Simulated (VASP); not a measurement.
Here is a VASP 6.6.1 calculation.

Contents of POSCAR:

```
Ba
1.0
    0.0000000000      3.2856689316      3.2856689316
    3.2856689316      0.0000000000      3.2856689316
    3.2856689316      3.2856689316      0.0000000000
Ba
1
Direct
    0.0000000000      0.0000000000      0.0000000000
```

The input INCAR.step1:

```
SYSTEM = Ba
PREC = Accurate ; ENCUT = 440
ISMEAR = -1 ; SIGMA = 0.05
LREAL = .FALSE. ; LASPH = .TRUE.
NELM = 120 ; NBANDS = 11
GGA = PE ; ALGO = Normal
EDIFF = 1E-5 ; LWAVE = .TRUE.
LCHARG = .FALSE. ; GGA_COMPAT = .FALSE.
```

INCAR.step2

```
SYSTEM = Ba
PREC = Accurate ; ENCUT = 440
EDIFF = 1E-8 ; ISMEAR = -1
SIGMA = 0.05 ; LREAL = .FALSE.
LASPH = .TRUE. ; NELM = 120
ALGO = Normal ; ISIF = 2
LWAVE = .FALSE. ; LCHARG = .FALSE.
METAGGA = R2SCAN ; LMIXTAU = .TRUE.
LEFG = .TRUE. ; NBANDS = 11
ISTART = 1 ; GGA_COMPAT = .FALSE.
```

The input KPOINTS:

```
regular mesh
0
G
  9 9 9
  0 0 0
```

Potentials or basis: VASP PAW PBE potentials, release 64 (Ba_sv).

Launch:

```sh
$ cat potpaw_PBE.64/Ba_sv/POTCAR > POTCAR
$ cp INCAR.step1 INCAR
$ mpirun -np 1 vasp_std > vasp.out
$ cp INCAR.step2 INCAR
$ mpirun -np 1 vasp_std > vasp.out
```

(1) Predict the pressure.

(2) What does it give for the band gap on the k mesh?

## Answers

(1) -0.4 GPa.

(2) zero (bands 5 and 6 overlap by 0.06 eV).

Caveat: the PAW data sets were made with another functional, which shifts forces and pressure a little; spin-orbit coupling is left out, which moves the levels of the heavy elements.
